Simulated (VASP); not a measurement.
# Zn (P-6m2) in VASP: single point with PBEsol+D3(BJ)

Aim: the single point of Zn with PBEsol+D3(BJ).

Everything below comes from runs of VASP 6.6.1. Logs are shortened: lines on timing, memory, paths and dates and some standing lists are left out, and cuts for length are marked.

## (1) The cell of the first run

It takes space group P-6m2 (No. 187, hexagonal). The conventional cell has a = 2.847 Å, b = 2.847 Å, c = 8.558 Å, α = 90.00°, β = 90.00°, γ = 120.00°. Within 3.5 Å of Zn (site symmetry -6m2) lie 12 Zn at 2.65 to 2.85 Å. Within 3.5 Å of Zn (site symmetry 3m) lie 9 Zn at 2.65 to 2.85 Å.

## (2) Single point, PBEsol+D3(BJ)

INCAR

```
PREC     = Accurate       # precision mode
ENCUT    = 520            # plane-wave cutoff, eV
EDIFF    = 1E-6           # SCF threshold, eV
ISMEAR   = 0              # smearing method
SIGMA    = 0.1            # smearing width, eV
LREAL    = F              # projectors in reciprocal space
LASPH    = T              # aspherical terms in the spheres
NELM     = 60             # most SCF steps
ALGO     = Normal         # electronic algorithm
ISIF     = 2              # what is computed and relaxed
LWAVE    = F              # write WAVECAR
LCHARG   = F              # write CHGCAR
GGA      = PS             # functional
IVDW     = 12             # dispersion correction
NBANDS   = 25             # bands
```

KPOINTS

```
regular mesh
0
Gamma
  9 9 3
```

POSCAR

```
Zn
1.0
    2.8470090000      0.0000000000      0.0000000000
   -1.4235050000      2.4655820000      0.0000000000
    0.0000000000      0.0000000000      8.5584120000
Zn
3
Direct
    0.6666666667      0.3333333333      0.5000000000
    0.3333333333      0.6666666667      0.2567960000
    0.3333333333      0.6666666667      0.7432040000
```

Potentials or basis: VASP PAW PBE potentials, release 64 (Zn).

Started as:

```bash
$ cat potpaw_PBE.64/Zn/POTCAR > POTCAR
$ mpirun -np 1 vasp_std > vasp.out
```

OUTCAR:

```text
PREC = Accurate
   ENCUT = 520
   EDIFF = 1E-6
   ISMEAR = 0
   LREAL = F
   LASPH = T
   NELM = 60
   ISIF = 2
   GGA = PS
   IVDW = 12
 IVDW          = 12

 ion  position               nearest neighbor table
   1  0.667  0.333  0.500-   2 2.65   3 2.65   2 2.65   3 2.65   2 2.65   3 2.65
   2  0.333  0.667  0.257-   1 2.65   1 2.65   1 2.65
   3  0.333  0.667  0.743-   1 2.65   1 2.65   1 2.65

  LATTYP: Found a hexagonal cell.
 ALAT       =     2.8470090000
 C/A-ratio  =     3.0061064085

  Lattice vectors:

 A1 = (   2.8470090000,   0.0000000000,   0.0000000000)
 A2 = (  -1.4235050000,   2.4655820000,   0.0000000000)
 A3 = (   0.0000000000,   0.0000000000,   8.5584120000)

Analysis of symmetry for initial positions (statically):
=====================================================================
 Subroutine PRICEL returns:
 Original cell was already a primitive cell.

 Routine SETGRP: Setting up the symmetry group for a
 hexagonal supercell.

 Subroutine GETGRP returns: Found 12 space group operations
 (whereof 12 operations were pure point group operations)
 out of a pool of 24 trial point group operations.

The static configuration has the point symmetry D_3h.

Analysis of symmetry for dynamics (positions and initial velocities):
=====================================================================
 Subroutine PRICEL returns:
 Original cell was already a primitive cell.

 Routine SETGRP: Setting up the symmetry group for a
 hexagonal supercell.

 Subroutine GETGRP returns: Found 12 space group operations
 (whereof 12 operations were pure point group operations)
 out of a pool of 24 trial point group operations.

The dynamic configuration has the point symmetry D_3h.

 Subroutine INISYM returns: Found 12 space group operations
 (whereof 12 operations are pure point group operations),
 and found     1 'primitive' translations

----------------------------------------------------------------------------------------

                                     Primitive cell

  volume of cell :      60.0761

  direct lattice vectors                    reciprocal lattice vectors
     2.847009000  0.000000000  0.000000000     0.351245816  0.202791948  0.000000000
    -1.423505000  2.465582000  0.000000000     0.000000000  0.405583753  0.000000000
     0.000000000  0.000000000  8.558412000     0.000000000  0.000000000  0.116844106

[... 81 lines left out ...]
   LASPH  =      T    aspherical Exc in radial PAW
   ENCUT  =  520.0 eV  38.22 Ry    6.18 a.u.   5.29  5.29 15.91*2*pi/ulx,y,z
   NELM   =     60;   NELMIN=  2; NELMDL= -5     # of ELM steps
   EDIFF  = 0.1E-05   stopping-criterion for ELM
   LREAL  =      F    real-space projection
   EDIFFG = 0.1E-04   stopping-criterion for IOM
   NSW    =      0    number of steps for IOM
   IBRION =     -1    ionic relax: 0-MD 1-quasi-New 2-CG
   NFREE  =      0    steps in history (QN), initial steepest desc. (CG)
   ISIF   =      2    stress and relaxation
   ISYM   =      2    0-nonsym 1-usesym 2-fastsym
   POTIM  = 0.5000    time-step for ionic-motion
   TEBEG  =    0.0;   TEEND  =   0.0 temperature during run
   PSTRESS=    0.0 pullay stress
   NELECT =      36.0000    total number of electrons
   NUPDOWN=      -1.0000    fix difference up-down
   EMIN   =  10.00;   EMAX   =-10.00  energy-range for DOS
   EFERMI =   0.00;   METHOD = LEGACY
   ISMEAR =     0;   SIGMA  =   0.10  broadening in eV -4-tet -1-fermi 0-gaus
   EFERMI_NEDOS =   21; number of points for ismear=-14 and -15
   IALGO  =     38    algorithm
   IMIX   =      4    mixing-type and parameters
     AMIX     =   0.40;   BMIX     =  1.00
     AMIX_MAG =   1.60;   BMIX_MAG =  1.00
  volume/ion in A,a.u.               =      20.03       135.14
  Fermi-wavevector in a.u.,A,eV,Ry     =   1.380199  2.608199 25.918424  1.904950
  Thomas-Fermi vector in A             =   2.505099
   LORBIT       =      0    0 simple, 1 ext, 2 COOP (PROOUT), +10 PAW based schemes
   GGA     = PS    functional components
   LHFCALC =     F    Hartree Fock is set to
   AEXX    =    0.0000 exact exchange contribution
   IVDW    =    12    specifies the selected vdW correction
   LEPSILON=     F    determine dielectric tensor
   LRPA    =     F    only Hartree local field effects (RPA)
 non-spin polarized calculation
 Gauss-broadening in eV      SIGMA  =   0.10
  energy-cutoff  :      520.00
  volume of cell :       60.08
 maximum number of plane-waves:      1632
 NGX is ok and might be reduce to    24
   NGX = 11   NGY = 11   NGZ = 31

 number of electron      36.0000032 magnetization

 Free energy of the ion-electron system (eV)
  ---------------------------------------------------
  ext. energy  EPLUGINS =         0.00000000
  ---------------------------------------------------
  free energy    TOTEN  =        -3.87273773 eV

  energy without entropy =       -3.86398718  energy(sigma->0) =       -3.86836245

 E-fermi :   1.0755     XC(G=0):  -9.9800

 val. band max:        1.0630894328   @ k =   0.2222   0.2222   0.3333
 cond. band min:       1.1503189011   @ k =   0.3333   0.1111   0.3333
 fundamental gap:      0.0872294683
 Fermi energy:         1.0754584001

 k-point     1 :       0.0000    0.0000    0.0000
  band No.  band energies     occupation
      1      -8.6780      2.00000
      2      -7.0232      2.00000
      3      -6.9959      2.00000
      4      -6.4028      2.00000
      5      -6.4028      2.00000
      6      -6.3540      2.00000
[... 661 lines left out ...]
     24       6.3027      0.00000
     25       7.6131      0.00000

------------------------ aborting loop because EDIFF is reached ----------------------------------------

 Edisp (eV)   -0.82065

 E8    (eV) :    -0.5305

  FORCE on cell =-STRESS in cart. coord.  units (eV):
  Direction    XX          YY          ZZ          XY          YZ          ZX
  --------------------------------------------------------------------------------------
  -------------------------------------------------------------------------------------
  Total      -3.57274    -3.57274    -1.18441     0.00000     0.00000     0.00000
  in kB     -95.28195   -95.28194   -31.58707     0.00002     0.00000     0.00000
  external pressure =      -74.05 kB  Pullay stress =        0.00 kB

 VOLUME and BASIS-vectors are now :
 -----------------------------------------------------------------------------
  energy-cutoff  :      520.00
  volume of cell :       60.08
      direct lattice vectors                 reciprocal lattice vectors
     2.847009000  0.000000000  0.000000000     0.351245816  0.202791948  0.000000000
    -1.423505000  2.465582000  0.000000000     0.000000000  0.405583753  0.000000000
     0.000000000  0.000000000  8.558412000     0.000000000  0.000000000  0.116844106

 POSITION                                       TOTAL-FORCE (eV/Angst)
 -----------------------------------------------------------------------------------
      1.42350      0.82186      4.27921        -0.000000      0.000000      0.000000
     -0.00000      1.64372      2.19777        -0.000000     -0.000000     -0.134089
     -0.00000      1.64372      6.36065         0.000000      0.000000      0.134089
 -----------------------------------------------------------------------------------
    total drift:                               -0.000000      0.000000     -0.000000

  FREE ENERGIE OF THE ION-ELECTRON SYSTEM (eV)
  ---------------------------------------------------
  free  energy   TOTEN  =        -4.6933925337 eV

  energy  without entropy=       -4.6846419824  energy(sigma->0) =       -4.68901726
```

Wall time 11 s (1 thread of Intel Xeon 6975P-C (Granite Rapids), shared host); peak memory 0.19 GiB.

Results:

```yaml
Free_energy: -4.6934 eV
Pressure: -7.4 GPa
Largest_force: 0.134 eV/Å
Band_gap_on_the_k_mesh: zero (bands 18 and 19 overlap by 1.29 eV)
Dispersion_energy_per_atom: -0.274 eV
```

Forces in eV/Å, atoms in the order of the input:
```
Zn   0.000  0.000  0.000
Zn   0.000  0.000 -0.134
Zn   0.000  0.000  0.134
```

Caveat: three body term missing; the cell stands under tension; the PAW data sets were made with another functional, which shifts forces and pressure a little.
